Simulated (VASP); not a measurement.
Ni: single point with PBE

Ni:

```
Ni
1.0
     2.15136   -1.24183   -0.03885
     2.15136    1.24183   -0.03885
    -1.30222    0.00000    8.17535
Ni
4
Cartesian
  0.7326 0.0000 1.0021
  2.2679 0.0000 7.0956
  0.8020 0.0000 5.0837
  2.1985 0.0000 3.0140
```

```json
{
  "Program": "VASP 6.6.1",
  "Task": "single point",
  "Functional": "PBE",
  "Potentials or basis": "VASP PAW PBE potentials, release 64 (Ni)",
  "Cutoff": "520 eV",
  "k mesh": "6 × 6 × 4",
  "Occupations": "gaussian, width 0.1 eV",
  "Spin": "collinear spin, ferromagnetic start",
  "Starting moments": "[0.76, 0.76, 0.77, 0.77] μB"
}
```

The pressure is -0.1 GPa and the largest force is 0.005 eV/Å. The net moment is 2.48 μB per cell and the site moments are Ni +0.64, +0.63 μB. The valence electrons inside the program's atomic spheres are Ni 9.31.

Forces in eV/Å, atoms in the order of the input:
```
Ni   0.001  0.000 -0.005
Ni  -0.001  0.000  0.005
Ni  -0.002  0.000  0.000
Ni   0.002  0.000  0.000
```

Levels at points of the mesh, in eV from the Fermi level:
Spin up:
```tsv
k point	band 20	band 21	band 22	band 23	band 24	band 25
(0.00, 0.00, 0.00)	-1.06	-1.06	-0.65	-0.64	-0.32	5.64
(0.50, 0.00, 0.00)	-0.44	0.53	1.25	2.43	2.84	6.06
(0.50, 0.50, 0.00)	-0.42	0.72	1.92	1.99	2.86	6.52
(0.00, 0.00, 0.50)	-1.23	-0.81	-0.81	-0.74	-0.73	8.67
(0.50, 0.00, 0.50)	-0.42	0.71	1.94	2.00	2.89	6.49
(0.50, 0.50, 0.50)	-0.44	0.53	1.25	2.40	2.83	6.08
```
Spin down:
| k point | band 16 | band 17 | band 18 | band 19 | band 20 | band 21 | band 22 | band 23 | band 24 | band 25 |
| --- | --- | --- | --- | --- | --- | --- | --- | --- | --- | --- |
| (0.00, 0.00, 0.00) | -0.77 | -0.76 | -0.38 | -0.37 | -0.36 | -0.35 | -0.35 | 0.13 | 0.13 | 6.03 |
| (0.50, 0.00, 0.00) | 0.07 | 0.22 | 0.23 | 0.31 | 0.35 | 0.74 | 1.46 | 2.62 | 3.17 | 6.44 |
| (0.50, 0.50, 0.00) | 0.14 | 0.20 | 0.27 | 0.29 | 0.39 | 1.14 | 2.15 | 2.28 | 3.11 | 6.85 |
| (0.00, 0.00, 0.50) | -1.39 | -0.78 | -0.77 | -0.60 | -0.59 | -0.08 | -0.08 | 0.05 | 0.05 | 8.90 |
| (0.50, 0.00, 0.50) | 0.14 | 0.20 | 0.27 | 0.29 | 0.39 | 1.13 | 2.16 | 2.29 | 3.13 | 6.82 |
| (0.50, 0.50, 0.50) | 0.07 | 0.22 | 0.23 | 0.31 | 0.35 | 0.74 | 1.44 | 2.59 | 3.16 | 6.47 |

Run time: 5.5 min on 1 thread of Intel Xeon 8259CL, with other jobs on the host, peak memory 0.22 GiB.

Caveat: the k points lie up to 0.49 Å⁻¹ apart.
